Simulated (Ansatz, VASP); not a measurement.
# PtS2 in VASP and in Ansatz

Contents of INCAR:

```
SYSTEM = PtS2
ALGO     = Normal         ! electronic algorithm
EDIFF    = 1E-6           ! SCF threshold, eV
ENCUT    = 520            ! plane-wave cutoff, eV
GGA      = PS             ! functional
GGA_COMPAT= .False.      
ISIF     = 2              ! what is computed and relaxed
ISMEAR   = -1             ! smearing method
LASPH    = .True.         ! aspherical terms in the spheres
LCHARG   = .False.        ! write CHGCAR
LMAXMIX  = 4              ! l up to which the mixer works
LORBIT   = 11             ! projections on sites
LORBMOM  = .True.       
LREAL    = .False.        ! projectors in reciprocal space
LSORBIT  = .True.         ! spin-orbit coupling
LWAVE    = .False.        ! write WAVECAR
MAGMOM   = 0 0 0 0 0 0 0 0 0 ! initial moments
NBANDS   = 35             ! bands
NELM     = 150            ! most SCF steps
PREC     = Accurate       ! precision mode
SIGMA    = 0.05           ! smearing width, eV
```

Contents of KPOINTS:

```
k-points
0
Gamma
  7 7 4
  0 0 0
```

File POSCAR:

```
PtS2
1.0
    3.5432000000      0.0000000000      0.0000000000
   -1.7716000000      3.0685012107      0.0000000000
    0.0000000000      0.0000000000      5.0388000000
Pt S
1 2
Direct
    0.0000000000      0.0000000000      0.0000000000
    0.6666666667      0.3333333333      0.7730000000
    0.3333333333      0.6666666667      0.2270000000
```

input.yaml

```yaml
crystal:
  lattice:
    - [3.5432, 0.0, 0.0]
    - [-1.7716, 3.0685012107, 0.0]
    - [0.0, 0.0, 5.0388]
  atoms:
    - { symbol: Pt, position: [0.0, 0.0, 0.0] }
    - { symbol: S, position: [0.6666666667, 0.3333333333, 0.773] }
    - { symbol: S, position: [0.3333333333, 0.6666666667, 0.227] }
kpoints:
  mp_grid: { grid: [7, 7, 4] }
  band_path:
    path:
      - [0.0, 0.0, 0.0]
      - [0.5, 0.0, 0.0]
      - [0.3333333333, 0.3333333333, 0.0]
      - [0.0, 0.0, 0.0]
      - [0.0, 0.0, 0.5]
      - [0.5, 0.0, 0.5]
      - [0.3333333333, 0.3333333333, 0.5]
      - [0.0, 0.0, 0.5]
    npoints: 6
scf:
  occupations: { method: fermi_dirac, width: 0.05 }
hamiltonian:
  xc: pbesol
  pseudopotentials: { kind: all_electron, lapw: { basis_error: 0.002 } }
magnetization:
  noncollinear: true
  spin_orbit: true
output:
  forces: true
  stress: true
  eigenvalues: true
```

Alike in both runs: functional PBEsol; k mesh 7 × 7 × 4; occupations fermi-dirac, width 0.05 eV; non-collinear spin, spin-orbit coupling.

|  | VASP | Ansatz |
| --- | --- | --- |
| version | VASP 6.6.1 | Ansatz 0.2.0 |
| potentials or method | VASP PAW PBE potentials, release 64 (Pt, S), cutoff 520 eV | all-electron LAPW, relativistic spinors |
| task | single point | band structure |

```csv
,VASP,Ansatz,Ansatz less VASP
pressure (GPa),6.3,6.4,+0.16
"traceless stress, the component that is largest in VASP (GPa)",-0.23,-0.34,-0.111
rms of the force components (eV/Å),0.453,0.456,+0.0026
net moment per atom (μB),0.00,0.00,0.000
```

VASP's potentials were made for PBE, not for PBEsol. Atom by atom the forces differ by 0.003 eV/Å (rms over components). Ansatz ran all-electron here, and VASP with PAW potentials.
